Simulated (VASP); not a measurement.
# BaTe (Fm-3m) in VASP: further runs, part 2 of 2

VASP 6.6.1. The steps go on from the part before.

### Step 5. Single point, PBE0

Input file POSCAR:

```
BaTe
1.0
    0.0000000000      3.5323868488      3.5323868488
    3.5323868488      0.0000000000      3.5323868488
    3.5323868488      3.5323868488      0.0000000000
Ba Te
1 1
Direct
    0.0000000000      0.0000000000      0.0000000000
    0.5000000000      0.5000000000      0.5000000000
```

Input file INCAR.step1:

```
SYSTEM = BaTe
PREC     = Accurate       ! precision mode
ENCUT    = 520            ! plane-wave cutoff, eV
EDIFF    = 1E-5           ! SCF threshold, eV
ISMEAR   = 0              ! smearing method
SIGMA    = 0.01           ! smearing width, eV
LREAL    = .False.        ! projectors in reciprocal space
LASPH    = .True.         ! aspherical terms in the spheres
NELM     = 100            ! most SCF steps
ALGO     = Normal         ! electronic algorithm
ISIF     = 2              ! what is computed and relaxed
LWAVE    = .True.         ! write WAVECAR
GGA      = PE             ! functional
NBANDS   = 15             ! bands
```

Input file INCAR.step2:

```
SYSTEM = BaTe
PREC     = Accurate       ! precision mode
ENCUT    = 520            ! plane-wave cutoff, eV
EDIFF    = 1E-7           ! SCF threshold, eV
ISMEAR   = 0              ! smearing method
SIGMA    = 0.01           ! smearing width, eV
LREAL    = .False.        ! projectors in reciprocal space
LASPH    = .True.         ! aspherical terms in the spheres
NELM     = 100            ! most SCF steps
ALGO     = Normal         ! electronic algorithm
ISIF     = 2              ! what is computed and relaxed
LWAVE    = .False.        ! write WAVECAR
LCHARG   = .True.         ! write CHGCAR
GGA      = PE             ! functional
LHFCALC  = .True.         ! exact exchange
AEXX     = 0.25           ! exact-exchange fraction
PRECFOCK = Normal       
LELF     = .True.         ! ELF
LVHAR    = .True.       
ISTART   = 1            
NBANDS   = 15             ! bands
```

Input file KPOINTS:

```
Automatic mesh
0
Gamma
  4 4 4
  0 0 0
```

Potentials or basis: VASP PAW PBE potentials, release 64 (Ba_sv, Te).

Started as:

```bash
cat potpaw_PBE.64/Ba_sv/POTCAR potpaw_PBE.64/Te/POTCAR > POTCAR
cp INCAR.step1 INCAR
mpirun -np 1 vasp_std > vasp.out
cp INCAR.step2 INCAR
mpirun -np 1 vasp_std > vasp.out
```

OUTCAR:

```text
SYSTEM = BaTe
   PREC = Accurate
   ENCUT = 520
   EDIFF = 1E-7
   ISMEAR = 0
   LREAL = .False.
   LASPH = .True.
   NELM = 100
   ISIF = 2
   GGA = PE
   LHFCALC = .True.
   AEXX = 0.25
   PRECFOCK = Normal
   ISTART = 1

 ion  position               nearest neighbor table
   1  0.000  0.000  0.000-   2 3.53   2 3.53   2 3.53   2 3.53   2 3.53   2 3.53
   2  0.500  0.500  0.500-   1 3.53   1 3.53   1 3.53   1 3.53   1 3.53   1 3.53

  LATTYP: Found a face centered cubic cell.
 ALAT       =     7.0647736976

  Lattice vectors:

 A1 = (   0.0000000000,   3.5323868488,   3.5323868488)
 A2 = (   3.5323868488,   0.0000000000,   3.5323868488)
 A3 = (   3.5323868488,   3.5323868488,   0.0000000000)

Analysis of symmetry for initial positions (statically):
=====================================================================
 Subroutine PRICEL returns:
 Original cell was already a primitive cell.

 Routine SETGRP: Setting up the symmetry group for a
 face centered cubic supercell.

 Subroutine GETGRP returns: Found 48 space group operations
 (whereof 48 operations were pure point group operations)
 out of a pool of 48 trial point group operations.

The static configuration has the point symmetry O_h .

Analysis of symmetry for dynamics (positions and initial velocities):
=====================================================================
 Subroutine PRICEL returns:
 Original cell was already a primitive cell.

 Routine SETGRP: Setting up the symmetry group for a
 face centered cubic supercell.

 Subroutine GETGRP returns: Found 48 space group operations
 (whereof 48 operations were pure point group operations)
 out of a pool of 48 trial point group operations.

The dynamic configuration has the point symmetry O_h .

 Subroutine INISYM returns: Found 48 space group operations
 (whereof 48 operations are pure point group operations),
 and found     1 'primitive' translations

----------------------------------------------------------------------------------------

                                     Primitive cell

  volume of cell :      88.1525

  direct lattice vectors                    reciprocal lattice vectors
     0.000000000  3.532386849  3.532386849    -0.141547351  0.141547351  0.141547351
     3.532386849  0.000000000  3.532386849     0.141547351 -0.141547351  0.141547351
     3.532386849  3.532386849  0.000000000     0.141547351  0.141547351 -0.141547351

  length of vectors
     4.995549389  4.995549389  4.995549389     0.245167203  0.245167203  0.245167203

  position of ions in fractional coordinates (direct lattice)
     0.000000000  0.000000000  0.000000000
     0.500000000  0.500000000  0.500000000

  ion indices of the primitive-cell ions
   primitive index   ion index
                 1           1
                 2           2

----------------------------------------------------------------------------------------

 KPOINTS: Automatic mesh

Automatic generation of k-mesh.
 Grid dimensions read from file:
 generate k-points for:    4    4    4

 Generating k-lattice:

  Cartesian coordinates                     Fractional coordinates (reciprocal lattice)
[... 32 lines left out ...]
   NGXF,Y,Z  is equivalent  to a cutoff of  26.62, 26.62, 26.62 a.u.
 SYSTEM =  BaTe
   PREC   = accura    normal or accurate (medium, high low for compatibility)
   ISTART =      1    job   : 0-new  1-cont  2-samecut
   ICHARG =      0    charge: 1-file 2-atom 10-const
   ISPIN  =      1    spin polarized calculation?
   LNONCOLLINEAR =      F non collinear calculations
   LSORBIT =      F    spin-orbit coupling
   LASPH  =      T    aspherical Exc in radial PAW
   ENCUT  =  520.0 eV  38.22 Ry    6.18 a.u.   9.29  9.29  9.29*2*pi/ulx,y,z
   NELM   =    100;   NELMIN=  2; NELMDL=  0     # of ELM steps
   EDIFF  = 0.1E-06   stopping-criterion for ELM
   LREAL  =      F    real-space projection
   EDIFFG = 0.1E-05   stopping-criterion for IOM
   NSW    =      0    number of steps for IOM
   IBRION =     -1    ionic relax: 0-MD 1-quasi-New 2-CG
   NFREE  =      0    steps in history (QN), initial steepest desc. (CG)
   ISIF   =      2    stress and relaxation
   ISYM   =      3    0-nonsym 1-usesym 2-fastsym
   POTIM  = 0.5000    time-step for ionic-motion
   TEBEG  =    0.0;   TEEND  =   0.0 temperature during run
   PSTRESS=    0.0 pullay stress
   NELECT =      16.0000    total number of electrons
   NUPDOWN=      -1.0000    fix difference up-down
   EMIN   =  10.00;   EMAX   =-10.00  energy-range for DOS
   EFERMI =   0.00;   METHOD = LEGACY
   ISMEAR =     0;   SIGMA  =   0.01  broadening in eV -4-tet -1-fermi 0-gaus
   EFERMI_NEDOS =   21; number of points for ismear=-14 and -15
   IALGO  =     38    algorithm
   IMIX   =      1    mixing-type and parameters
     AMIX     =   0.40;   BMIX     =  1.00
     AMIX_MAG =   1.60;   BMIX_MAG =  1.00
  volume/ion in A,a.u.               =      44.08       297.44
  Fermi-wavevector in a.u.,A,eV,Ry     =   0.926908  1.751602 11.689557  0.859158
  Thomas-Fermi vector in A             =   2.052921
   LORBIT       =      0    0 simple, 1 ext, 2 COOP (PROOUT), +10 PAW based schemes
   GGA     = PE    functional components
   LHFCALC =     T    Hartree Fock is set to
   PRECFOCK=normal    Normal, Fast or Accurate (Low or Medium for compatibility)
   ENCUT4O =  -1.0   cutoff for four orbital integrals eV
   NKREDX  =     1    reduce k-point grid by
   NKREDY  =     1    reduce k-point grid by
   NKREDZ  =     1    reduce k-point grid by
   AEXX    =    0.2500 exact exchange contribution
   HFSCREEN=    0.0000 screening length (either q_TF or 0.3 A-1)
   HFSCREENC=   0.0000 screening length for correlation (either q_TF or 0.3 A-1)
   ENCUTFOCK=  -1.0 apply spherical cutoff to Coloumb kernel
   IVDW    =     0    specifies the selected vdW correction
   LEPSILON=     F    determine dielectric tensor
   LRPA    =     F    only Hartree local field effects (RPA)
 non-spin polarized calculation
 Gauss-broadening in eV      SIGMA  =   0.01
  energy-cutoff  :      520.00
  volume of cell :       88.15
 maximum number of plane-waves:      2421
 NGX is ok and might be reduce to    40
  NGX = 28; NGY = 28; NGZ = 28

 number of electron      16.0000000 magnetization

 Free energy of the ion-electron system (eV)
  ---------------------------------------------------
  ext. energy  EPLUGINS =         0.00000000
  ---------------------------------------------------
  free energy    TOTEN  =       -10.37173412 eV

  energy without entropy =      -10.37173412  energy(sigma->0) =      -10.37173412

 E-fermi :   1.3023     XC(G=0):  -6.4544

 val. band max:        1.2353013559   @ k =   0.0000   0.0000   0.0000
 cond. band min:       4.2134785473   @ k =   0.5000   0.5000   0.0000
 fundamental gap:      2.9781771914
 Fermi energy:         1.3023395210

 k-point     1 :       0.0000    0.0000    0.0000
  band No.  band energies     occupation
      1     -27.8214      2.00000
      2     -11.9009      2.00000
      3     -11.9009      2.00000
      4     -11.9009      2.00000
      5      -9.1566      2.00000
      6       1.2353      2.00000
      7       1.2353      2.00000
      8       1.2353      2.00000
      9       5.4421      0.00000
     10       5.7324      0.00000
     11       5.7324      0.00000
     12       5.7324      0.00000
     13       6.3302      0.00000
     14       6.3302      0.00000
[... 113 lines left out ...]
      2     -12.0563      2.00000
      3     -12.0507      2.00000
      4     -12.0507      2.00000
      5      -8.7021      2.00000
      6      -0.1137      2.00000
      7       0.1908      2.00000
      8       0.1908      2.00000
      9       6.2974      0.00000
     10       6.2974      0.00000
     11       7.6043      0.00000
     12       7.9691      0.00000
     13       8.7351      0.00000
     14      10.9555      0.00000
     15      11.0611      0.00000

------------------------ aborting loop because EDIFF is reached ----------------------------------------

  FORCE on cell =-STRESS in cart. coord.  units (eV):
  Direction    XX          YY          ZZ          XY          YZ          ZX
  --------------------------------------------------------------------------------------
  -------------------------------------------------------------------------------------
  Total       -0.0447717     -0.0447717     -0.0447717     -0.0000000      0.0000000     -0.0000000
  in kB       -0.8137285     -0.8137285     -0.8137285     -0.0000000      0.0000000     -0.0000000
  external PRESSURE =      -0.8137285 kB  Pullay stress =       0.0000000 kB

 VOLUME and BASIS-vectors are now :
 -----------------------------------------------------------------------------
  energy-cutoff  :      520.00
  volume of cell :       88.15
      direct lattice vectors                 reciprocal lattice vectors
     0.000000000  3.532386849  3.532386849    -0.141547351  0.141547351  0.141547351
     3.532386849  0.000000000  3.532386849     0.141547351 -0.141547351  0.141547351
     3.532386849  3.532386849  0.000000000     0.141547351  0.141547351 -0.141547351

 POSITION                                       TOTAL-FORCE (eV/Angst)
 -----------------------------------------------------------------------------------
      0.00000      0.00000      0.00000         0.000000      0.000000     -0.000000
      3.53239      3.53239      3.53239        -0.000000     -0.000000      0.000000
 -----------------------------------------------------------------------------------
    total drift:                               -0.000000     -0.000000     -0.000000

  FREE ENERGIE OF THE ION-ELECTRON SYSTEM (eV)
  ---------------------------------------------------
  free  energy   TOTEN  =       -10.3717341189 eV

  energy  without entropy=      -10.3717341189  energy(sigma->0) =      -10.37173412
```

Run time: 7.5 min. Hardware: 1 thread of Intel Xeon 6975P-C (Granite Rapids), shared host; peak memory 0.26 GiB.

Results:

* Free energy: -10.3717 eV
* Pressure: -0.1 GPa
* Band gap on the k mesh: 2.98 eV (least direct gap 3.42 eV)

Caveat: the PAW data sets were made with another functional, which shifts forces and pressure a little; spin-orbit coupling is left out, which moves the levels of the heavy elements. A k mesh can miss the band edges.

### Step 6. Summary

| task | level | spin | cell | k mesh | cutoff (eV) | smearing | grid for exact exchange (PRECFOCK) | share of exact exchange | screening parameter | gap on the mesh (eV) | pressure (GPa) |
| --- | --- | --- | --- | --- | --- | --- | --- | --- | --- | --- | --- |
| relaxation of cell and atoms | r2SCAN | off | relaxed | 6 × 6 × 6 | 600 | fermi-dirac 0.02 eV | - | - | - | 1.95 | 0.0 |
| single point | PBE | non-collinear, zero start, SOC | as given | 6 × 6 × 6 | 520 | gaussian 0.01 eV | - | - | - | - | 0.3 |
| single point | HSE06 | off | as given | 4 × 4 × 4 | 520 | gaussian 0.01 eV | Normal | 0.25 | 0.2079 1/Å | 2.30 | 0.0 |
| single point | PBE0 | off | as given | 4 × 4 × 4 | 520 | gaussian 0.01 eV | Normal | 0.25 | - | 2.98 | -0.1 |

Alike in all rows: potentials or basis VASP PAW PBE potentials, release 64 (Ba_sv, Te).

The pressure there spans -0.1 GPa (PBE0) to 0.3 GPa (PBE); a positive pressure means that this level wants a larger cell, a negative one a smaller.

Caveats: the PAW data sets were made with another functional, which shifts forces and pressure a little (at least some runs); spin-orbit coupling is left out, which moves the levels of the heavy elements (at least some runs).

Absolute energies hang on the potentials; compare differences alone.
